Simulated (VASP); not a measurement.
Write the native input for VASP 6.6.1 that does the following.

- Task: single point
- Functional: PBE
- Potentials or basis: VASP PAW PBE potentials, release 64 (Si, O)
- Cutoff: 520 eV
- k mesh: 9 × 9 × 1
- Occupations: gaussian, width 0.05 eV
- Spin: collinear spin, ferromagnetic start
- Starting moments: [0.0, 0.0, 0.0, 0.0, 0.0, 0.0, 2.0] μB
- Dipole correction: yes
- Further INCAR settings: ALGO = Normal; EDIFF = 1e-06; NBANDS = 28

The structure of Si6O lies in POSCAR:

```
Si6O
1.0
    3.8510821442      0.0000000000      0.0000000000
   -1.9255410721      3.3351349689      0.0000000000
    0.0000000000      0.0000000000     22.5320436023
Si O
6 1
Direct
    0.6666666667      0.3333333333      0.1775249538
    0.3333333333      0.6666666667      0.2130781088
    0.3333333333      0.6666666667      0.3187611744
    0.6666666667      0.3333333333      0.3526876124
    0.6666666667      0.3333333333      0.4598253233
    0.3333333333      0.6666666667      0.4896157578
    1.0000000000      1.0000000000      0.4499306407
```

One way to write it, as run:

INCAR

```
ALGO = Normal ; DIPOL = 0.5 0.5 0.352
EDIFF = 1E-6 ; ENCUT = 520
GGA = PE ; IDIPOL = 3
ISIF = 2 ; ISMEAR = 0
ISPIN = 2 ; LASPH = True
LCHARG = False ; LDIPOL = True
LORBIT = 11 ; LREAL = False
LWAVE = False ; MAGMOM = 0 0 0 0 0 0 2
NBANDS = 28 ; NELM = 150
PREC = Accurate ; SIGMA = 0.05
```

KPOINTS

```
k-points
0
Gamma
  9 9 1
```

Potentials or basis: VASP PAW PBE potentials, release 64 (Si, O).

The run is started by

```sh
$ cat potpaw_PBE.64/Si/POTCAR potpaw_PBE.64/O/POTCAR > POTCAR
$ mpirun -np 1 vasp_std > vasp.out
```

It gave:

The largest force is 0.683 eV/Å, the band gap on the k mesh is zero (filled and empty bands overlap) and the net moment is 0.00 μB per cell. The valence electrons inside the program's atomic spheres are Si 1.64, 1.66, 1.68, 1.67, 1.61, 1.60; O 4.86.

Run time: 5.2 min on 1 thread of Intel(R) Xeon(R) 6975P-C (Granite Rapids), with other jobs on the host, peak memory 0.56 GiB.
